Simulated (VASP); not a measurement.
# Ag (P6_3/mmc) in VASP: single point with PBE

Aim: the single point of Ag with PBE.

All numbers are computed with VASP 6.6.1; they aren't measurements. Logs are shortened: lines on timing, memory, paths and dates and some standing lists are left out, and cuts for length are marked.

### 1 The cell of the first run

The structure is hexagonal, space group P6_3/mmc (No. 194). The conventional cell has a = 2.934 Å, b = 2.934 Å, c = 4.800 Å, α = 90.00°, β = 90.00°, γ = 120.00°. Within 3.9 Å of Ag (site symmetry -6m2) lie 12 Ag at 2.93 to 2.94 Å.

### 2 Single point, PBE

Contents of INCAR:

```
SYSTEM = Ag
PREC = Accurate
ENCUT = 520
EDIFF = 1E-6
ISMEAR = 0
SIGMA = 0.1
LREAL = .False.
LASPH = .True.
NELM = 60
ALGO = Fast
ISIF = 2
LWAVE = .False.
LCHARG = .True.
GGA = PE
LELF = .True.
LVHAR = .True.
NBANDS = 18
```

Contents of KPOINTS:

```
Automatic mesh
0
Gamma
  18 18 10
  0 0 0
```

Contents of POSCAR:

```
Ag
1.0
    2.9342503774     -0.0000002932      0.0000000000
   -1.4671249348      2.5411355145      0.0000000000
    0.0000000000      0.0000000000      4.7995857350
Ag
2
Direct
    0.0000000000      0.0000000000      0.0000000000
    0.3333333333      0.6666666667      0.5000000000
```

Potentials or basis: VASP PAW PBE potentials, release 64 (Ag).

The run is started by

```
cat potpaw_PBE.64/Ag/POTCAR > POTCAR
mpirun -np 1 vasp_std > vasp.out
```

OUTCAR:

```text
SYSTEM = Ag
   PREC = Accurate
   ENCUT = 520
   EDIFF = 1E-6
   ISMEAR = 0
   LREAL = .False.
   LASPH = .True.
   NELM = 60
   ISIF = 2
   GGA = PE

 ion  position               nearest neighbor table
   1  0.000  0.000  0.000-   2 2.94   2 2.94   2 2.94   2 2.94   2 2.94   2 2.94
   2  0.333  0.667  0.500-   1 2.94   1 2.94   1 2.94   1 2.94   1 2.94   1 2.94

  LATTYP: Found a hexagonal cell.
 ALAT       =     2.9342503774
 C/A-ratio  =     1.6357110395

  Lattice vectors:

 A1 = (   2.9342503774,  -0.0000002932,   0.0000000000)
 A2 = (  -1.4671249348,   2.5411355145,   0.0000000000)
 A3 = (   0.0000000000,   0.0000000000,   4.7995857350)

Analysis of symmetry for initial positions (statically):
=====================================================================
 Subroutine PRICEL returns:
 Original cell was already a primitive cell.

 Routine SETGRP: Setting up the symmetry group for a
 hexagonal supercell.

 Subroutine GETGRP returns: Found 24 space group operations
 (whereof 12 operations were pure point group operations)
 out of a pool of 24 trial point group operations.

The static configuration has the point symmetry D_3h.
 The point group associated with its full space group is D_6h.

Analysis of symmetry for dynamics (positions and initial velocities):
=====================================================================
 Subroutine PRICEL returns:
 Original cell was already a primitive cell.

 Routine SETGRP: Setting up the symmetry group for a
 hexagonal supercell.

 Subroutine GETGRP returns: Found 24 space group operations
 (whereof 12 operations were pure point group operations)
 out of a pool of 24 trial point group operations.

The dynamic configuration has the point symmetry D_3h.
 The point group associated with its full space group is D_6h.

 Subroutine INISYM returns: Found 24 space group operations
 (whereof 12 operations are pure point group operations),
 and found     1 'primitive' translations

----------------------------------------------------------------------------------------

                                     Primitive cell

  volume of cell :      35.7873

  direct lattice vectors                    reciprocal lattice vectors
     2.934250377 -0.000000293  0.000000000     0.340802566  0.196762408  0.000000000
    -1.467124935  2.541135515  0.000000000     0.000000039  0.393524884  0.000000000
     0.000000000  0.000000000  4.799585735     0.000000000  0.000000000  0.208351315

  length of vectors
     2.934250377  2.934250377  4.799585735     0.393524884  0.393524884  0.208351315

  position of ions in fractional coordinates (direct lattice)
     0.000000000  0.000000000  0.000000000
     0.333333333  0.666666667  0.500000000

  ion indices of the primitive-cell ions
   primitive index   ion index
                 1           1
                 2           2

----------------------------------------------------------------------------------------

 KPOINTS: Automatic mesh

Automatic generation of k-mesh.
 Grid dimensions read from file:
 generate k-points for:   18   18   10

 Generating k-lattice:

  Cartesian coordinates                     Fractional coordinates (reciprocal lattice)
     0.018933476  0.010931245  0.000000000     0.055555556  0.000000000  0.000000000
     0.000000002  0.021862494  0.000000000     0.000000000  0.055555556  0.000000000
     0.000000000  0.000000000  0.020835132     0.000000000  0.000000000  0.100000000

  Length of vectors
     0.021862494  0.021862494  0.020835132

  Shift w.r.t. Gamma in fractional coordinates (k-lattice)
     0.000000000  0.000000000  0.000000000

 Subroutine IBZKPT returns following result:
 ===========================================

 Found    222 irreducible k-points:

 Following reciprocal coordinates:
            Coordinates               Weight
  0.000000  0.000000  0.000000      1.000000
  0.055556 -0.000000  0.000000      6.000000
  0.111111 -0.000000  0.000000      6.000000
  0.166667  0.000000  0.000000      6.000000
  0.222222 -0.000000  0.000000      6.000000
  0.277778  0.000000  0.000000      6.000000
[... 16 lines left out ...]
  0.333333  0.111111  0.000000     12.000000
  0.388889  0.111111  0.000000     12.000000
 [... further k-points ...]
   k-points           NKPTS =    222   k-points in BZ     NKDIM =    222   number of bands    NBANDS=     18
   number of dos      NEDOS =    301   number of ions     NIONS =      2
   total plane-waves  NPLWV =  20736
   dimension x,y,z NGX =    24 NGY =   24 NGZ =   36
   dimension x,y,z NGXF=    48 NGYF=   48 NGZF=   72
   ions per type =               2
   NGX,Y,Z   is equivalent  to a cutoff of  13.60, 13.60, 12.47 a.u.
   NGXF,Y,Z  is equivalent  to a cutoff of  27.20, 27.20, 24.94 a.u.
 SYSTEM =  Ag
   PREC   = accura    normal or accurate (medium, high low for compatibility)
   ISTART =      0    job   : 0-new  1-cont  2-samecut
   ICHARG =      2    charge: 1-file 2-atom 10-const
   ISPIN  =      1    spin polarized calculation?
   LNONCOLLINEAR =      F non collinear calculations
   LSORBIT =      F    spin-orbit coupling
   LASPH  =      T    aspherical Exc in radial PAW
   ENCUT  =  520.0 eV  38.22 Ry    6.18 a.u.   5.46  5.46  8.92*2*pi/ulx,y,z
   NELM   =     60;   NELMIN=  2; NELMDL= -5     # of ELM steps
   EDIFF  = 0.1E-05   stopping-criterion for ELM
   LREAL  =      F    real-space projection
   EDIFFG = 0.1E-04   stopping-criterion for IOM
   NSW    =      0    number of steps for IOM
   IBRION =     -1    ionic relax: 0-MD 1-quasi-New 2-CG
   NFREE  =      0    steps in history (QN), initial steepest desc. (CG)
   ISIF   =      2    stress and relaxation
   ISYM   =      2    0-nonsym 1-usesym 2-fastsym
   POTIM  = 0.5000    time-step for ionic-motion
   TEBEG  =    0.0;   TEEND  =   0.0 temperature during run
   PSTRESS=    0.0 pullay stress
   NELECT =      22.0000    total number of electrons
   NUPDOWN=      -1.0000    fix difference up-down
   EMIN   =  10.00;   EMAX   =-10.00  energy-range for DOS
   EFERMI =   0.00;   METHOD = LEGACY
   ISMEAR =     0;   SIGMA  =   0.10  broadening in eV -4-tet -1-fermi 0-gaus
   EFERMI_NEDOS =   21; number of points for ismear=-14 and -15
   IALGO  =     68    algorithm
   IMIX   =      4    mixing-type and parameters
     AMIX     =   0.40;   BMIX     =  1.00
     AMIX_MAG =   1.60;   BMIX_MAG =  1.00
  volume/ion in A,a.u.               =      17.89       120.75
  Fermi-wavevector in a.u.,A,eV,Ry     =   1.392001  2.630500 26.363549  1.937666
  Thomas-Fermi vector in A             =   2.515786
   LORBIT       =      0    0 simple, 1 ext, 2 COOP (PROOUT), +10 PAW based schemes
   GGA     = PE    functional components
   LHFCALC =     F    Hartree Fock is set to
   AEXX    =    0.0000 exact exchange contribution
   IVDW    =     0    specifies the selected vdW correction
   LEPSILON=     F    determine dielectric tensor
   LRPA    =     F    only Hartree local field effects (RPA)
 non-spin polarized calculation
 RMM-DIIS sequential band-by-band and
 Gauss-broadening in eV      SIGMA  =   0.10
  energy-cutoff  :      520.00
  volume of cell :       35.79
 maximum number of plane-waves:       996
 NGX is ok and might be reduce to    24
   NGX = 11   NGY = 11   NGZ = 17

 number of electron      22.0000003 magnetization

 Free energy of the ion-electron system (eV)
  ---------------------------------------------------
  ext. energy  EPLUGINS =         0.00000000
  ---------------------------------------------------
  free energy    TOTEN  =        -5.42742076 eV

  energy without entropy =       -5.42336566  energy(sigma->0) =       -5.42539321

 E-fermi :   7.7653     XC(G=0): -11.9224

 val. band max:        7.7405273499   @ k =   0.0556  -0.0000   0.0000
 cond. band min:       7.7713188458   @ k =   0.4444   0.0556   0.2000
 fundamental gap:      0.0307914959
 Fermi energy:         7.7652612265

 k-point     1 :       0.0000    0.0000    0.0000
  band No.  band energies     occupation
      1       0.3575      2.00000
      2       1.6718      2.00000
      3       3.1304      2.00000
      4       3.2254      2.00000
      5       3.2254      2.00000
      6       3.4421      2.00000
[... 10 lines left out ...]
     17      25.5132      0.00000
     18      25.5132      0.00000

 k-point     2 :       0.0556   -0.0000    0.0000
  band No.  band energies     occupation
      1       0.4403      2.00000
      2       1.7193      2.00000
      3       3.0767      2.00000
      4       3.2677      2.00000
      5       3.2762      2.00000
      6       3.4257      2.00000
[... 10 lines left out ...]
     17      25.2197      0.00000
     18      25.9680      0.00000

 k-point     3 :       0.1111   -0.0000    0.0000
  band No.  band energies     occupation
      1       0.6818      2.00000
      2       1.8488      2.00000
      3       2.9808      2.00000
      4       3.3386      2.00000
      5       3.3914      2.00000
      6       3.4237      2.00000
[... 10 lines left out ...]
     17      25.4302      0.00000
     18      26.4165      0.00000

 k-point     4 :       0.1667    0.0000    0.0000
  band No.  band energies     occupation
      1       1.0555      2.00000
      2       2.0122      2.00000
      3       2.8952      2.00000
      4       3.2960      2.00000
      5       3.3508      2.00000
      6       3.5775      2.00000
[... 375 lines left out ...]
      4       3.1722      2.00000
      5       3.1846      2.00000
      6       3.4418      2.00000
[... 10 lines left out ...]
     17      20.9655      0.00000
     18      23.3253      0.00000

 k-point    23 :       0.3333    0.1111    0.0000
  band No.  band energies     occupation
      1       1.9951      2.00000
      2       2.2303      2.00000
      3       2.2337      2.00000
      4       3.1330      2.00000
      5       3.4911      2.00000
      6       3.5149      2.00000
[... 10 lines left out ...]
     17      19.6149      0.00000
     18      22.8968      0.00000

 k-point    24 :       0.3889    0.1111    0.0000
  band No.  band energies     occupation
      1       1.9205      2.00000
      2       2.1216      2.00000
      3       2.2133      2.00000
      4       3.1162      2.00000
      5       3.4420      2.00000
      6       3.6186      2.00000
[... 10 lines left out ...]
     17      18.5026      0.00000
     18      22.6387      0.00000

 [... further k-points ...]

------------------------ aborting loop because EDIFF is reached ----------------------------------------

  FORCE on cell =-STRESS in cart. coord.  units (eV):
  Direction    XX          YY          ZZ          XY          YZ          ZX
  --------------------------------------------------------------------------------------
  -------------------------------------------------------------------------------------
  Total       -0.0122639     -0.0122639     -0.0117990      0.0000000      0.0000000     -0.0000000
  in kB       -0.5490502     -0.5490502     -0.5282354      0.0000000      0.0000000     -0.0000000
  external PRESSURE =      -0.5421120 kB  Pullay stress =       0.0000000 kB

 VOLUME and BASIS-vectors are now :
 -----------------------------------------------------------------------------
  energy-cutoff  :      520.00
  volume of cell :       35.79
      direct lattice vectors                 reciprocal lattice vectors
     2.934250377 -0.000000293  0.000000000     0.340802566  0.196762408  0.000000000
    -1.467124935  2.541135515  0.000000000     0.000000039  0.393524884  0.000000000
     0.000000000  0.000000000  4.799585735     0.000000000  0.000000000  0.208351315

 POSITION                                       TOTAL-FORCE (eV/Angst)
 -----------------------------------------------------------------------------------
      0.00000      0.00000      0.00000         0.000000     -0.000000      0.000000
      0.00000      1.69409      2.39979        -0.000000      0.000000      0.000000
 -----------------------------------------------------------------------------------
    total drift:                                0.000000     -0.000000     -0.000000

  FREE ENERGIE OF THE ION-ELECTRON SYSTEM (eV)
  ---------------------------------------------------
  free  energy   TOTEN  =        -5.4274207560 eV

  energy  without entropy=       -5.4233656649  energy(sigma->0) =       -5.42539321
```

It took 50 s on 1 thread of Intel Xeon Platinum 8488C (Sapphire Rapids), shared host; peak memory 0.24 GiB.

Results:

| Property | Result |
| --- | --- |
| Free energy | -5.4274 eV |
| Pressure | -0.1 GPa |
| Band gap on the k mesh | zero (band 11 reaches 11.75 eV, above the bottom of band 12 at 4.41 eV) |
